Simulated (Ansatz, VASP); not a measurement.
## ZrB2: VASP beside Ansatz

```
Zr B
1.0
     3.24950    0.00000    0.00000
    -1.62475    2.81415    0.00000
     0.00000    0.00000    3.68210
Zr B
1 2
Direct
  0.00000 0.00000 0.00000
  0.33333 0.66667 0.50000
  0.66667 0.33333 0.50000
```

Alike in both runs: task single point; functional PBEsol; k mesh 15 × 15 × 12; occupations gaussian, width 0.15 eV; no spin polarisation.

|  | VASP | Ansatz |
| --- | --- | --- |
| version | VASP 6.6.1 | Ansatz 0.2.0 |
| potentials or method | VASP PAW PBE potentials, release 64 (Zr_sv, B), cutoff 520 eV | scalar-relativistic, plane waves, PAW |
| valence electrons in the cell | 18 | 18 |

|  | VASP | Ansatz | Ansatz less VASP |
| --- | --- | --- | --- |
| gap on the k mesh at the Fermi level (eV) | none | none | - |
| pressure (GPa) | -21.4 | -21.6 | -0.24 |
| traceless stress, the component that is largest in VASP (GPa) | -2.14 | -2.12 | +0.017 |

VASP's potentials were made for PBE, not for PBEsol. A gap of «none» marks a metal or a gap that the smearing closes.
